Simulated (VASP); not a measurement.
Write the native input for VASP 6.6.1 that does the following.

```
Task                   : single point
Functional             : PBE
Dispersion             : D3(BJ)
Potentials or basis    : VASP PAW PBE potentials, release 64 (B, N)
Cutoff                 : 600 eV
k mesh                 : 8 × 8 × 8
Occupations            : gaussian, width 0.01 eV
Spin                   : no spin polarisation
Dipole correction      : no
Further INCAR settings : ALGO = Normal; EDIFF = 1e-06; NBANDS = 11
```

The structure of BN lies in POSCAR:

```
BN
1.0
    0.0000000000      1.8032570691      1.8032570691
    1.8032570691      0.0000000000      1.8032570691
    1.8032570691      1.8032570691      0.0000000000
B N
1 1
Direct
    0.0000000000      0.0000000000      0.0000000000
    0.2500000000      0.2500000000      0.2500000000
```

The input as run:

INCAR

```
SYSTEM = BN
ALGO = Normal ; EDIFF = 1E-6
ENCUT = 600 ; GGA = PE
GGA_COMPAT = .False. ; ISIF = 2
ISMEAR = 0 ; IVDW = 12
LASPH = .True. ; LCHARG = .True.
LELF = .True. ; LREAL = .False.
LVHAR = .True. ; LWAVE = .False.
NBANDS = 11 ; NELM = 120
PREC = Accurate ; SIGMA = 0.01
```

KPOINTS

```
k-points
0
Gamma
  8 8 8
  0 0 0
```

Potentials or basis: VASP PAW PBE potentials, release 64 (B, N).

Run with:

```sh
$ cat potpaw_PBE.64/B/POTCAR potpaw_PBE.64/N/POTCAR > POTCAR
$ mpirun -np 1 vasp_std > vasp.out
```

Results of the run:

| Property | Result |
| --- | --- |
| Pressure | 0.0 GPa |
| Band gap on the k mesh | 4.47 eV, indirect (least direct gap 8.85 eV) |
| Dispersion energy per atom | -0.211 eV |

Wall time 7.9 s on 1 thread of Intel Xeon 8259CL, on a shared host, peak memory 0.13 GiB.
